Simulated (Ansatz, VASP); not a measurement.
# One calculation of LiF, two programs

POSCAR

```
LiF
1.0
    3.2131207012      0.0000000000      0.0000000000
   -1.6065603506      2.7826441527      0.0000000000
    0.0000000000      0.0000000000      3.9179485049
Li F
2 2
Direct
    0.3333333333      0.6666666667      0.2500000000
    0.6666666667      0.3333333333      0.7500000000
    0.6666666667      0.3333333333      0.2500000000
    0.3333333333      0.6666666667      0.7500000000
```

INCAR.step1

```
SYSTEM = LiF
  ALGO = Normal
  EDIFF = 1E-4
  ENCUT = 520
  GGA = PE
  ISMEAR = 0
  LASPH = .True.
  LCHARG = .False.
  LREAL = .False.
  LWAVE = .True.
  NBANDS = 18
  NELM = 100
  PREC = Accurate
  SIGMA = 0.01
```

INCAR.step2

```
SYSTEM = LiF
  ALGO = Normal
  EDIFF = 1E-6
  ENCUT = 520
  ISIF = 2
  ISMEAR = 0
  ISTART = 1
  LASPH = .True.
  LCHARG = .False.
  LMIXTAU = .True.
  LREAL = .False.
  LWAVE = .False.
  METAGGA = R2SCAN
  NBANDS = 18
  NELM = 100
  PREC = Accurate
  SIGMA = 0.01
```

Contents of KPOINTS:

```
k-points
0
Gamma
  9 9 6
  0 0 0
```

Input for Ansatz:

```yaml
crystal:
  lattice:
    - [3.2131207012, 0.0, 0.0]
    - [-1.6065603506, 2.7826441527, 0.0]
    - [0.0, 0.0, 3.9179485049]
  atoms:
    - { symbol: Li, position: [0.3333333333, 0.6666666667, 0.25] }
    - { symbol: Li, position: [0.6666666667, 0.3333333333, 0.75] }
    - { symbol: F, position: [0.6666666667, 0.3333333333, 0.25] }
    - { symbol: F, position: [0.3333333333, 0.6666666667, 0.75] }
kpoints:
  mp_grid: { grid: [9, 9, 6] }
hamiltonian:
  xc: r2scan
scf:
  occupations: { method: fixed }
  n_extra_bands: 5
output:
  forces: true
  stress: true
  eigenvalues: true
```

Alike in both runs: task single point; functional r2SCAN; k mesh 9 × 9 × 6; no spin polarisation.

|  | VASP | Ansatz |
| --- | --- | --- |
| version | VASP 6.6.1 | Ansatz 0.2.0 |
| potentials or method | VASP PAW PBE potentials, release 64 (Li_sv, F) | plane waves, PAW |
| plane-wave cutoff (eV) | 520 | 500 |
| occupations | gaussian, width 0.01 eV | fixed |
| valence electrons in the cell | 20 | 20 |

Ansatz gave:

| Item | Value |
| --- | --- |
| gap on the k mesh at the Fermi level (eV) | 8.88 |

What did VASP give for the same quantities?

gap on the k mesh at the Fermi level (eV): 8.98.

VASP's potentials were made for PBE, not for r2SCAN.

Noted on VASP's run: the cutoff is short for stress, so the pressure is rough.
